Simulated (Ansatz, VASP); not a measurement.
## MgO: VASP beside Ansatz

The input INCAR:

```
SYSTEM = MgO
  PREC = Accurate
  ENCUT = 520
  EDIFF = 1E-6
  ISMEAR = 0
  SIGMA = 0.05
  LREAL = .FALSE.
  LASPH = .TRUE.
  NELM = 60
  ALGO = Normal
  ISIF = 2
  LWAVE = .FALSE.
  LCHARG = .TRUE.
  GGA = PS
  LELF = .TRUE.
  LVHAR = .TRUE.
  NBANDS = 16
```

File KPOINTS:

```
regular mesh
0
G
  9 9 6
  0 0 0
```

The input POSCAR:

```
MgO
1.0
    3.5897219563      0.0000000000      0.0000000000
   -1.7948609782      3.1087904067      0.0000000000
    0.0000000000      0.0000000000      3.8165923840
Mg O
2 2
Direct
    0.6666666667      0.3333333333      0.7500000000
    0.3333333333      0.6666666667      0.2500000000
    0.6666666667      0.3333333333      0.2500000000
    0.3333333333      0.6666666667      0.7500000000
```

Input for Ansatz:

```yaml
crystal:
  lattice:
    - [3.5897219563, 0.0, 0.0]
    - [-1.7948609782, 3.1087904067, 0.0]
    - [0.0, 0.0, 3.816592384]
  atoms:
    - { symbol: Mg, position: [0.6666666667, 0.3333333333, 0.75] }
    - { symbol: Mg, position: [0.3333333333, 0.6666666667, 0.25] }
    - { symbol: O, position: [0.6666666667, 0.3333333333, 0.25] }
    - { symbol: O, position: [0.3333333333, 0.6666666667, 0.75] }
basis:
  ecutwfc: 520.0
kpoints:
  mp_grid: { grid: [9, 9, 6] }
hamiltonian:
  xc: pbesol
  pseudopotentials: { kind: paw, azcp: { folder: soft_1 } }
scf:
  occupations: { method: gaussian, width: 0.05 }
output:
  forces: true
  stress: true
  eigenvalues: true
```

Alike in both runs: task single point; functional PBEsol; k mesh 9 × 9 × 6; occupations gaussian, width 0.05 eV; no spin polarisation.

```csv
,VASP,Ansatz
version,VASP 6.6.1,Ansatz 0.2.0
potentials or method,"VASP PAW PBE potentials, release 64 (Mg, O), cutoff 520 eV","scalar-relativistic, plane waves, PAW"
valence electrons in the cell,16,32
```

Ansatz gave:

- gap on the k mesh at the Fermi level (eV): 3.57
- least direct gap on the mesh (eV): 3.57
- pressure (GPa): 11.5
- traceless stress, the component that is largest in VASP (GPa): 22.96

Task: Which values does VASP return?

Result: gap on the k mesh at the Fermi level (eV): 3.57; least direct gap on the mesh (eV): 3.57; pressure (GPa): 11.2; traceless stress, the component that is largest in VASP (GPa): 23.29.

VASP's potentials were made for PBE, not for PBEsol, and Ansatz warns of the same on its side. VASP's potentials hold 16 valence electrons a cell and Ansatz's 32, so a difference there can come from the potentials and not from the codes.
